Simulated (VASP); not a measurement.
## Ge: relaxation of cell and atoms with PBE

Ge:

```xyz
3
Lattice="4.1292 0.0000 0.0000 -2.0646 3.5760 0.0000 0.0000 0.0000 4.4005" Properties=species:S:1:pos:R:3 pbc="T T T"
Ge   -1.0323    1.7880    1.4668
Ge    1.0323    1.7880    2.9337
Ge    2.0646    0.0000    0.0000
```

| Item | Value |
| --- | --- |
| Program | VASP 6.6.1 |
| Task | relaxation of cell and atoms |
| Functional | PBE |
| Potentials or basis | VASP PAW PBE potentials, release 64 (Ge_d) |
| Cutoff | 600 eV |
| k mesh | 12 × 12 × 10 |
| Occupations | gaussian, width 0.1 eV |
| Spin | no spin polarisation |
| Dipole correction | no |
| Further INCAR settings | ALGO = Normal; EDIFF = 1e-07; IBRION = 2; EDIFFG = -0.01; NSW = 100; ISIF = 3 |

- Relaxed volume: 21.71 Å³/atom
- Relaxed cell: a = 4.130 Å, b = 4.130 Å, c = 4.409 Å, α = 90.00°, β = 90.00°, γ = 120.00°
- Space group after relaxing (to 0.05 Å): P6_422 (No. 181)
- Energy gained by relaxing: 0.0 meV/atom
- Ionic steps: 3
- Pressure after relaxing: 0.0 GPa
- Band gap on the k mesh: zero (band 21 reaches 5.23 eV, above the bottom of band 22 at 4.69 eV)

Stress tensor (GPa, compression positive):
```
-0.06  0.00  0.00
 0.00 -0.06  0.00
 0.00  0.00  0.04
```

The path:
| step | energy change (eV) | largest force (eV/Å) | pressure (GPa) | volume (Å³) |
| --- | --- | --- | --- | --- |
| 1 | 0.0000 | 0.0000 | 0.10 | 64.98 |
| 2 | -0.0001 | 0.0000 | 0.01 | 65.10 |
| 3 | -0.0001 | 0.0000 | -0.03 | 65.14 |

Final structure:
```
Ge
1.0
     4.13029    0.00000    0.00000
    -2.06515    3.57694    0.00000
     0.00000    0.00000    4.40884
Ge
3
Direct
  0.00000 0.50000 0.33333
  0.50000 0.50000 0.66667
  0.50000 0.00000 0.00000
```

Levels at points of the mesh, in eV from the Fermi level:
```tsv
k point	band 18	band 19	band 20	band 21	band 22	band 23	band 24	band 25
(0.00, 0.00, 0.00)	-5.69	-2.68	-0.25	-0.25	1.25	1.25	5.09	5.67
(0.50, 0.00, 0.00)	-5.23	-2.38	-2.36	-1.38	0.66	1.15	3.31	4.92
(0.00, 0.00, 0.50)	-1.05	-0.94	-0.94	-0.08	0.75	2.42	2.42	3.04
(0.50, 0.00, 0.50)	-7.61	-4.84	-1.52	-1.19	-0.13	1.56	6.18	7.34
```

Wall time 4.3 min on 1 thread of Intel(R) Xeon(R) Platinum 8488C (Sapphire Rapids) (shared host), peak memory 0.33 GiB.
